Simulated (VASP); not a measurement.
# CuSi12O24 (a cell with a defect) in VASP: a series of runs, part 2 of 3

VASP 6.6.1. The steps go on from the part before.

## Step 3: Single point, PBE+D3(BJ), collinear spin, zero start

INCAR

```
SYSTEM = CuSi12O24
ALGO = Normal
EDIFF = 1E-7
ENCUT = 520
GGA = PE
ISIF = 2
ISMEAR = 0
ISPIN = 2
IVDW = 12
LASPH = .TRUE.
LCHARG = .TRUE.
LELF = .TRUE.
LMAXMIX = 4
LORBIT = 11
LREAL = Auto
LUSENCCL = .FALSE.
LVHAR = .TRUE.
LWAVE = .FALSE.
MAGMOM = 0 0 0 0 0 0 0 0 0 0 0 0 0 0 0 0 0 0 0 0 0 0 0 0 0 0 0 0 0 0 0 0 0 0 0 0 0
NBANDS = 130
NELM = 150
PREC = Accurate
SIGMA = 0.05
```

KPOINTS

```
k-points
0
G
  2 2 1
  0 0 0
```

POSCAR

```
CuSi12O24
1.0
   -2.4920500000      4.3163570000      5.4500000000
    4.9841000000      0.0000000000      5.4500000000
    4.9841000000      8.6327140000      0.0000000000
Si O Cu
12 24 1
Direct
    0.1109200762      0.5605586394      0.9566096308
    0.4025749610      0.9430850390      0.0329571615
   -0.0025071466     -0.0028556056      0.2642488492
    0.0863352933      0.5682114956      0.4540930062
    0.3968550481      0.9369275207      0.5280664847
   -0.0016356124     -0.0064010849      0.7665429304
    0.5973411301      0.0811974020      0.1998782111
    0.8959276872      0.4279835055      0.2792809140
    0.4947084038      0.4943791191      0.5001260227
    0.5936481046      0.0709579505      0.6985761197
    0.9251500408      0.4197769317      0.7925188006
    0.5048310951      0.5073859691      0.0256798463
    0.3063225435      0.4474824106      1.0225794049
    0.1767585634      0.0325029045      0.1157750550
    0.9285241002      0.5162193861      0.1028467410
    0.5847093849      0.3170467619      0.1520427473
    0.9254225256      0.1888264652      0.3306147990
    0.5619220188      1.0116524766      0.0741964764
    0.3107219052      0.4571024985      0.4681828136
    0.1749670847      0.0264556676      0.6148484242
    0.9352064150      0.5219765208      0.6176820226
    0.5698508905      0.3100050728      0.6302800162
    0.9376401773      0.1853328502      0.8308010965
    0.5637164876      0.9810684665      0.5798692500
    0.8158567724      0.9630604753      0.2244174786
    0.6692910112      0.5297882549      0.3517648168
    0.4262188946      0.0295845916      0.3523693813
    0.0685568262      0.8054473939      0.3913317716
    0.4268187212      0.6952601778      0.5594485147
    0.0441209422      0.4835245624      0.3405302507
    0.8137546597      0.9709286430      0.7234896671
    0.7087540301      0.5218639515      0.8849895387
    0.4284303901      0.0273428209      0.8551079633
    0.0664800614      0.8017476451      0.8940071827
    0.4422648727      0.7029439346      0.0866648566
    0.1009204833      0.4605226360      0.8356559902
    0.4781377654      0.6220088401      0.7650564712
```

Potentials or basis: VASP PAW PBE potentials, release 64 (Si, O, Cu).

On the command line:

```bash
cat potpaw_PBE.64/Si/POTCAR potpaw_PBE.64/O/POTCAR potpaw_PBE.64/Cu/POTCAR > POTCAR
mpirun -np 1 vasp_std > vasp.out
```

Wall time 2 min (1 × NVIDIA H100 80GB with 1 thread of AMD EPYC 7R13 (Zen 3), shared host); peak memory 1.8 GiB.

It converged, with:

- Free energy: -289.1401 eV
- Pressure: 0.0 GPa
- Largest force: 0.130 eV/Å
- Net moment: 0.00 μB per cell
- Valence electrons inside the program's atomic spheres: Si 1.59, 1.61, 1.62, 1.63, 1.60, 1.57 (each value once); O 5.18, 5.24, 5.23, 5.22, 5.21, 5.25, 5.20 (each value once); Cu 9.93
- Dispersion energy per atom: -0.149 eV

Forces on the atoms (eV/Å):
```
Si  -0.035 -0.034  0.011
Si  -0.007  0.018 -0.004
Si   0.026  0.006  0.022
Si  -0.077 -0.051  0.047
Si  -0.026 -0.086  0.020
Si   0.007 -0.006  0.013
Si  -0.012 -0.023 -0.003
Si   0.012 -0.021  0.018
Si   0.018 -0.012 -0.001
Si  -0.039  0.042 -0.010
Si  -0.045 -0.039 -0.020
Si  -0.058 -0.042 -0.009
O    0.040  0.069 -0.028
O   -0.015 -0.010 -0.027
O   -0.011  0.001 -0.008
O   -0.037  0.004  0.015
O   -0.014 -0.019  0.001
O    0.005  0.018 -0.028
O    0.045  0.022  0.008
O    0.003  0.011 -0.036
O    0.023  0.033 -0.031
O    0.002 -0.019  0.006
O   -0.021  0.030  0.021
O    0.022 -0.006 -0.009
O    0.015  0.032 -0.003
O   -0.031  0.029 -0.008
O    0.022  0.013  0.023
O   -0.026  0.009 -0.016
O    0.008  0.046  0.043
O    0.030  0.014 -0.035
O   -0.008 -0.012 -0.009
O    0.044 -0.082  0.023
O    0.023 -0.014  0.029
O    0.010 -0.017 -0.024
O    0.026 -0.029  0.026
O    0.028  0.006 -0.015
Cu   0.050  0.120 -0.001
```

Stress tensor (GPa, compression positive):
```
 0.36 -0.06 -0.48
-0.06 -0.60 -0.24
-0.48 -0.24  0.12
```

Levels at points of the mesh, in eV from the Fermi level:
Spin up:
```
           k point  band 97  band 98  band 99  band 100  band 101  band 102  band 103  band 104  band 105  band 106
(0.00, 0.00, 0.00)    -2.90    -2.85    -2.77     -2.73     -2.51     -0.40      1.68      2.63      3.05      3.13
(0.50, 0.00, 0.00)    -2.90    -2.87    -2.77     -2.73     -2.52      0.06      1.91      2.41      2.82      2.99
(0.00, 0.50, 0.00)    -2.91    -2.85    -2.77     -2.72     -2.48     -0.06      1.85      2.52      3.01      3.14
(0.50, 0.50, 0.00)    -2.91    -2.87    -2.77     -2.72     -2.49      0.17      2.29      2.60      2.74      3.14
```
Spin down:
| k point | band 99 | band 100 | band 101 | band 102 | band 103 | band 104 |
| --- | --- | --- | --- | --- | --- | --- |
| (0.00, 0.00, 0.00) | -2.77 | -2.73 | -2.51 | -0.40 | 1.68 | 2.63 |
| (0.50, 0.00, 0.00) | -2.77 | -2.73 | -2.52 | 0.06 | 1.91 | 2.41 |
| (0.00, 0.50, 0.00) | -2.77 | -2.72 | -2.48 | -0.06 | 1.85 | 2.52 |
| (0.50, 0.50, 0.00) | -2.77 | -2.72 | -2.49 | 0.17 | 2.29 | 2.60 |

Caveat: the k points lie up to 0.69 Å⁻¹ apart; no moment was typed at the start, so none could form; semilocal functionals often make such compounds metallic where correlation or magnetic order opens a gap, which also shifts bond lengths. With open d or f shells a metallic result of PBE can be an artefact of self-interaction; +U or a hybrid may open a gap.

## Step 4: Single point, PBE+D3(BJ), collinear spin, zero start

INCAR

```
  PREC = Accurate
  ENCUT = 520
  EDIFF = 1E-7
  ISMEAR = 0
  SIGMA = 0.05
  LREAL = Auto
  LASPH = True
  NELM = 150
  ALGO = Normal
  ISIF = 2
  LWAVE = False
  LCHARG = False
  ISPIN = 2
  MAGMOM = 0 0 0 0 0 0 0 0 0 0 0 0 0 0 0 0 0 0 0 0 0 0 0 0 0 0 0 0 0 0 0 0 0 0 0 0 0
  LORBIT = 11
  LMAXMIX = 4
  GGA = PE
  IVDW = 12
  NBANDS = 130
  LUSENCCL = False
```

KPOINTS

```
regular mesh
0
Gamma
  2 2 1
```

POSCAR

```
CuSi12O24
1.0
   -2.4920500000      4.3163570000      5.4500000000
    4.9841000000      0.0000000000      5.4500000000
    4.9841000000      8.6327140000      0.0000000000
Si O Cu
12 24 1
Direct
    0.1082179689      0.5543001962      0.9543052871
    0.3974140021      0.9472577410      0.0328848251
   -0.0079326574     -0.0045532142      0.2685554255
    0.0936816889      0.5635887698      0.4545782921
    0.3884049810      0.9493432759      0.5274530630
   -0.0088177432     -0.0107679449      0.7639772993
    0.5899590959      0.0842465922      0.2015156447
    0.9033204682      0.4233971465      0.2837294707
    0.5015535081      0.5023127304      0.5048282619
    0.5830739800      0.0841100567      0.6999359118
    0.9255954551      0.4079458293      0.7918481463
    0.5060063657      0.5092406068      0.0224758844
    0.3210443320      0.4579050258      0.9953231452
    0.1711598698      0.0284625155      0.1195714231
    0.9375034327      0.5077141820      0.1065191660
    0.5758180719      0.3208569740      0.1527501820
    0.9258838789      0.1857227266      0.3354433656
    0.5577225513      1.0123948798      0.0756578246
    0.3183594472      0.4660196354      0.4704298059
    0.1603986548      0.0306099691      0.6092729521
    0.9407036541      0.5076912083      0.6166814049
    0.5716971528      0.3226509206      0.6391642295
    0.9361585394      0.1738021946      0.8353904155
    0.5469183832      1.0246673049      0.5674999784
    0.8074969317      0.9673559123      0.2286555498
    0.6799892895      0.5306213527      0.3571279519
    0.4147859823      0.0353171370      0.3509807717
    0.0607789961      0.8022920131      0.3953094189
    0.4349615647      0.7055521967      0.5600664641
    0.0610544847      0.4748183593      0.3385757999
    0.8018280513      0.9697805725      0.7250930446
    0.7079772472      0.5118366977      0.8822813374
    0.4155978890      0.0456637624      0.8566362957
    0.0645669658      0.7926838599      0.8858236153
    0.4432473693      0.7060889609      0.0814820362
    0.0977994592      0.4499838435      0.8371474625
    0.5068767706      0.6851902019      0.7532745673
```

Potentials or basis: VASP PAW PBE potentials, release 64 (Si, O, Cu).

On the command line:

```bash
cat potpaw_PBE.64/Si/POTCAR potpaw_PBE.64/O/POTCAR potpaw_PBE.64/Cu/POTCAR > POTCAR
mpirun -np 1 vasp_std > vasp.out
```

OUTCAR:

```text
PREC = Accurate
   ENCUT = 520
   EDIFF = 1E-7
   ISMEAR = 0
   LREAL = Auto
   LASPH = True
   NELM = 150
   ISIF = 2
   ISPIN = 2
   LORBIT = 11
   GGA = PE
   IVDW = 12
 IVDW          = 12

 ion  position               nearest neighbor table
   1  0.108  0.554  0.954-  15 1.63  34 1.63  36 1.63  13 1.63  11 3.03   8 3.07  12 3.13   6 3.15

   2  0.397  0.947  0.033-  14 1.62  18 1.63  35 1.63  33 1.64  10 3.08   7 3.09  12 3.11   3 3.12

   3  0.992  0.995  0.269-  17 1.62  28 1.63  14 1.63  25 1.63   8 3.06   7 3.08   4 3.10   2 3.12
[... 1282 lines left out ...]
      3.82763      6.60048     10.83195         0.000272      0.017798     -0.006037
      4.84119      4.32861      3.58212        -0.015073      0.005330     -0.001875
      6.39258      6.22985      7.29073        -0.004810     -0.017456     -0.015061
      6.26810     10.87349     10.79326         0.009134      0.003757     -0.007723
[... 29 lines left out ...]
      6.17147      7.64899      2.98542         0.013296      0.003191      0.009812
      5.90629      8.69066      6.49677         0.011276      0.001813      0.002381
 -----------------------------------------------------------------------------------
    total drift:                               -0.001925     -0.005127     -0.009557

  FREE ENERGIE OF THE ION-ELECTRON SYSTEM (eV)
  ---------------------------------------------------
  free  energy   TOTEN  =      -289.1665140317 eV

  energy  without entropy=     -289.1635488639  energy(sigma->0) =     -289.16503145

 total charge

# of ion       s       p       d       tot
------------------------------------------
    1        0.639   0.972   0.000   1.611
    2        0.637   0.970   0.000   1.608
    3        0.640   0.978   0.000   1.618
    4        0.640   0.980   0.000   1.620
    5        0.637   0.963   0.000   1.600
    6        0.639   0.977   0.000   1.616
[... 29 lines left out ...]
   36        1.553   3.673   0.000   5.226
   37        0.404   0.165   9.363   9.932
--------------------------------------------------
tot         45.327 100.109   9.363 154.798

 magnetization (x)

# of ion       s       p       d       tot
------------------------------------------
    1        0.000   0.000   0.000   0.001
    2        0.000   0.000   0.000   0.000
    3        0.000  -0.000   0.000   0.000
    4        0.000  -0.000   0.000   0.000
    5       -0.000  -0.001   0.000  -0.001
    6        0.000  -0.000   0.000  -0.000
[... 29 lines left out ...]
   36       -0.000  -0.002   0.000  -0.002
   37       -0.122  -0.013   0.006  -0.129
--------------------------------------------------
tot         -0.150  -0.130   0.006  -0.274
```

OSZICAR:

```text
N       E                     dE             d eps       ncg     rms          rms(c)
DAV:   1     0.187616348480E+04    0.18762E+04   -0.99046E+04  2088   0.150E+03
DAV:   2    -0.925904682556E+02   -0.19688E+04   -0.18707E+04  2474   0.387E+02
DAV:   3    -0.310613082851E+03   -0.21802E+03   -0.21446E+03  2466   0.145E+02
DAV:   4    -0.320920720510E+03   -0.10308E+02   -0.10246E+02  3176   0.364E+01
[... 10 lines left out ...]
DAV:  15    -0.283663121553E+03   -0.23255E-04   -0.14913E-05  2720   0.153E-02    0.108E-02
DAV:  16    -0.283663129353E+03   -0.78000E-05   -0.66965E-06  2384   0.992E-03    0.583E-03
DAV:  17    -0.283663130844E+03   -0.14916E-05   -0.16955E-06  2688   0.507E-03    0.305E-03
DAV:  18    -0.283663131066E+03   -0.22206E-06   -0.21662E-07  1752   0.202E-03    0.135E-03
DAV:  19    -0.283663131128E+03   -0.61592E-07   -0.16027E-07  1720   0.185E-03
   1 F= -.28916651E+03 E0= -.28916503E+03  d E =-.296517E-02  mag=    -0.5000
```

It took 1.9 min on 1 × NVIDIA H100 80GB with 1 thread of AMD EPYC 7R13 (Zen 3), shared host; peak memory 1.8 GiB.

What came out:

```yaml
Free_energy: -289.1665 eV
Pressure: 0.2 GPa
Largest_force: 0.030 eV/Å
Net_moment: -0.50 μB per cell
Site_moments: Si +0.00, -0.00 (each value once); O -0.02, -0.00, -0.01, -0.03 (each value once); Cu -0.13 μB
Valence_electrons_inside_the_program's_atomic_spheres: Si 1.61, 1.62, 1.60, 1.63, 1.58 (each value once); O 5.21, 5.24, 5.23, 5.22, 5.20 (each value once); Cu 9.93
Dispersion_energy_per_atom: -0.149 eV
```

Forces on the atoms (eV/Å):
```
Si  -0.012 -0.006  0.006
Si   0.003 -0.018  0.005
Si   0.000  0.018 -0.006
Si  -0.015  0.005 -0.002
Si  -0.005 -0.017 -0.015
Si   0.009  0.004 -0.008
Si  -0.017  0.006 -0.024
Si   0.017  0.001  0.008
Si   0.028 -0.005  0.008
Si  -0.016  0.006 -0.001
Si   0.003 -0.002 -0.009
Si   0.003  0.014  0.018
O    0.004 -0.001 -0.004
O    0.003  0.014 -0.007
O   -0.006  0.006  0.002
O   -0.007  0.002  0.003
O    0.000 -0.017  0.010
O    0.009 -0.002 -0.005
O    0.014  0.001  0.002
O    0.001  0.021 -0.009
O    0.002  0.000  0.004
O   -0.004 -0.006 -0.003
O   -0.006 -0.010  0.000
O    0.004  0.003 -0.005
O    0.005  0.005  0.009
O   -0.013  0.015 -0.001
O   -0.018 -0.012  0.016
O   -0.008 -0.009 -0.004
O    0.003 -0.014  0.020
O    0.008 -0.010 -0.007
O    0.009 -0.002  0.003
O   -0.010  0.009 -0.008
O   -0.006  0.006 -0.001
O   -0.013 -0.002 -0.008
O    0.008 -0.009  0.000
O    0.013  0.003  0.010
Cu   0.011  0.002  0.002
```

Caveat: the k points lie up to 0.69 Å⁻¹ apart; semilocal functionals often make such compounds metallic where correlation or magnetic order opens a gap, which also shifts bond lengths.

## Step 5: Single point, PBE+D3(BJ), collinear spin

INCAR

```
SYSTEM = CuSi12O24
PREC = Accurate
ENCUT = 520
EDIFF = 1E-7
ISMEAR = 0
SIGMA = 0.05
LREAL = Auto
LASPH = .True.
NELM = 150
ALGO = Normal
ISIF = 2
LWAVE = .False.
LCHARG = .True.
ISPIN = 2
MAGMOM = 0 0 0 0 0 0 0 0 0 0 0 0 0 0 0 0 0 0 0 0 0 0 0 0 0 0 0 0 0 0 0 0 0 0 0 0 1
LORBIT = 11
LMAXMIX = 4
GGA = PE
IVDW = 12
LELF = .True.
LVHAR = .True.
NBANDS = 130
LUSENCCL = .False.
```

KPOINTS

```
regular mesh
0
Gamma
  2 2 1
  0 0 0
```

POSCAR

```
CuSi12O24
1.0
   -2.4920500000      4.3163570000      5.4500000000
    4.9841000000      0.0000000000      5.4500000000
    4.9841000000      8.6327140000      0.0000000000
Si O Cu
12 24 1
Direct
    0.0891742007      0.5832858224      0.9540789001
    0.4100886282      0.9195485711      0.0380002131
    0.0060026164      0.0013937863      0.2585759378
    0.0800551723      0.5778794005      0.4525666597
    0.4116597123      0.9106984168      0.5364153029
    0.0073558178      0.0093132008      0.7617480189
    0.6035855905      0.0615984345      0.2025542969
    0.8889479255      0.4332268943      0.2818477897
    0.4837623941      0.4896351172      0.5070629805
    0.6069979626      0.0442763186      0.7001791718
    0.9079787362      0.4436297519      0.7878467767
    0.5098056956      0.4951848560      0.0239092633
    0.3076018922      0.4888711041      0.9869056734
    0.1886392249      0.0338021756      0.1115817670
    0.9211473375      0.5256082134      0.1053159530
    0.5698687896      0.3013536523      0.1541499923
    0.9292053352      0.1940291653      0.3240120456
    0.5740947197      0.9766882873      0.0825570862
    0.3004848533      0.4594874133      0.4701938013
    0.1972339138      0.0242222070      0.6190506692
    0.9199158335      0.5413609190      0.6128454246
    0.5530486806      0.2870373173      0.6301610949
    0.9477518233      0.2035839198      0.8238146453
    0.5861794196      0.9411618534      0.5871587749
    0.8287925209      0.9631149801      0.2168563256
    0.6619199067      0.5248595056      0.3599021376
    0.4442437204      0.0006069159      0.3596347628
    0.0753494204      0.8123606375      0.3872842377
    0.4206365216      0.6741327371      0.5806444056
    0.0371753512      0.4922495922      0.3397346911
    0.8342307943      0.9780250449      0.7100641113
    0.7027706746      0.5559194678      0.8868303182
    0.4467978814     -0.0144373443      0.8582011385
    0.0598241129      0.8210063266      0.8962365722
    0.4291718892      0.6827151918      0.0983975762
    0.0840929770      0.4882380038      0.8297896897
    0.5300533541      0.3396280427      0.8296787943
```

On the command line:

```bash
cat potpaw_PBE.64/Si/POTCAR potpaw_PBE.64/O/POTCAR potpaw_PBE.64/Cu/POTCAR > POTCAR
mpirun -np 1 vasp_std > vasp.out
```

Wall time 1.8 min (1 × NVIDIA H100 80GB with 1 thread of AMD EPYC 7R13 (Zen 3), shared host); peak memory 1.8 GiB.

It converged, with:

```yaml
Free_energy: -289.2055 eV
Pressure: 0.3 GPa
Largest_force: 0.032 eV/Å
Net_moment: 0.50 μB per cell
Site_moments: Si +0.00, -0.00, +0.01 (each value once); O +0.03, +0.00, +0.01, +0.02 (each value once); Cu +0.13 μB
Valence_electrons_inside_the_program's_atomic_spheres: Si 1.62, 1.63, 1.61, 1.60, 1.57 (each value once); O 5.21, 5.23, 5.24, 5.22, 5.25, 5.19 (each value once); Cu 9.93
Dispersion_energy_per_atom: -0.149 eV
```

Forces on the atoms (eV/Å):
```
Si  -0.011  0.028  0.011
Si  -0.001 -0.005  0.001
Si   0.006  0.005  0.010
Si  -0.023 -0.020 -0.007
Si   0.006 -0.022 -0.006
Si   0.016  0.017 -0.008
Si  -0.003  0.000  0.012
Si   0.003 -0.019  0.003
Si   0.000  0.024 -0.014
Si  -0.009  0.001  0.014
Si  -0.001  0.004  0.012
Si   0.015 -0.005 -0.024
O   -0.001 -0.007  0.018
O    0.003  0.010 -0.007
O   -0.007  0.013  0.004
O   -0.013  0.003 -0.019
O    0.004 -0.007  0.007
O    0.007 -0.007  0.000
O    0.011  0.001  0.001
O   -0.001  0.010 -0.002
O   -0.010  0.002  0.004
O   -0.017 -0.008 -0.004
O    0.003 -0.026  0.004
O    0.004 -0.007 -0.009
O    0.009  0.012 -0.002
O   -0.001  0.019 -0.012
O   -0.003  0.018  0.005
O   -0.012  0.002 -0.011
O    0.008 -0.006  0.007
O    0.015 -0.002 -0.007
O    0.020  0.001 -0.005
O    0.002 -0.005 -0.007
O   -0.005  0.005  0.020
O   -0.006 -0.017  0.006
O   -0.019 -0.002  0.002
O    0.007 -0.010 -0.004
Cu   0.003  0.000  0.004
```

Stress tensor (GPa, compression positive):
```
 0.01 -0.52  0.04
-0.52  0.45  0.31
 0.04  0.31  0.37
```

Levels at points of the mesh, in eV from the Fermi level:
Spin up:
```csv
k point,band 98,band 99,band 100,band 101,band 102,band 103,band 104,band 105,band 106,band 107
"(0.00, 0.00, 0.00)",-2.65,-2.59,-2.54,-2.40,-0.39,1.77,2.79,2.94,3.45,3.55
"(0.50, 0.00, 0.00)",-2.65,-2.59,-2.55,-2.38,-0.06,2.11,2.53,2.93,3.13,3.39
"(0.00, 0.50, 0.00)",-2.65,-2.59,-2.54,-2.39,-0.06,1.96,2.60,2.80,3.13,3.71
"(0.50, 0.50, 0.00)",-2.65,-2.59,-2.55,-2.37,0.04,2.34,2.71,2.96,3.19,3.52
```
Spin down:
```csv
k point,band 99,band 100,band 101,band 102,band 103,band 104
"(0.00, 0.00, 0.00)",-2.53,-2.48,-2.33,-0.12,1.89,2.91
"(0.50, 0.00, 0.00)",-2.53,-2.49,-2.31,0.29,2.14,2.60
"(0.00, 0.50, 0.00)",-2.53,-2.48,-2.32,0.29,2.01,2.71
"(0.50, 0.50, 0.00)",-2.53,-2.49,-2.30,0.41,2.43,2.81
```

Caveat: the k points lie up to 0.69 Å⁻¹ apart; semilocal functionals often make such compounds metallic where correlation or magnetic order opens a gap, which also shifts bond lengths.

(Part 2 of 3 ends here.)
